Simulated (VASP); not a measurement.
SiO2: single point with LDA

The system is SiO2.

```
Si O
1.0
     0.00000    4.51672    7.21489
     2.26113    0.00000    7.21489
     2.26113    4.51672    0.00000
Si O
4 8
Direct
  0.56141 0.56141 0.93859
  0.31141 0.31141 0.68859
  0.68859 0.68859 0.31141
  0.93859 0.93859 0.56141
  0.62500 0.12500 0.62500
  0.62500 0.62500 0.12500
  0.62500 0.62500 0.62500
  0.12500 0.62500 0.62500
  0.17340 0.82660 0.17340
  0.82660 0.17340 0.82660
  0.42340 0.07660 0.42340
  0.07660 0.42340 0.07660
```

- Program: VASP 6.6.1
- Task: single point
- Functional: LDA
- Potentials or basis: VASP PAW LDA potentials, release 64 (Si, O)
- Cutoff: 520 eV
- k mesh: 6 × 6 × 6
- Occupations: gaussian, width 0.02 eV
- Spin: no spin polarisation
- Dipole correction: no
- Further INCAR settings: ALGO = Normal; EDIFF = 1e-06; NBANDS = 44

```json
{
 "Pressure": "13.7 GPa",
 "Largest force": "0.049 eV/Å",
 "Band gap on the k mesh": "5.77 eV"
}
```

Forces on the atoms (eV/Å):
```
Si   0.000  0.000  0.048
Si   0.000  0.000  0.048
Si   0.000  0.000 -0.048
Si   0.000  0.000 -0.048
O    0.000  0.000  0.000
O    0.000  0.000  0.000
O    0.000  0.000  0.000
O    0.000  0.000  0.000
O    0.000 -0.049  0.000
O    0.000  0.049  0.000
O    0.000 -0.049  0.000
O    0.000  0.049  0.000
```

Stress tensor (GPa, compression positive):
```
13.82  0.00  0.00
 0.00 13.54  0.00
 0.00  0.00 13.86
```

Levels at points of the mesh, in eV from the valence-band top:
```
           k point  band 29  band 30  band 31  band 32  band 33  band 34  band 35  band 36
(0.00, 0.00, 0.00)    -0.58    -0.49    -0.13     0.00     5.77     8.15     8.56     8.59
(0.50, 0.00, 0.00)    -0.72    -0.64    -0.38    -0.27     8.29     8.91     9.60     9.86
(0.50, 0.50, 0.00)    -0.81    -0.81    -0.13    -0.13     6.97     6.97     8.79     8.79
(0.50, 0.00, 0.50)    -1.14    -1.14    -0.45    -0.45     7.83     7.83     9.35     9.35
(0.00, 0.50, 0.50)    -1.08    -1.08    -0.28    -0.28     8.34     8.34     8.90     8.90
```

It took 13 min on 1 thread of Oxide Virtual Turin-like Processor, with other jobs on the host, peak memory 0.37 GiB.

Caveat: the cell stands under pressure. A k mesh can miss the band edges.
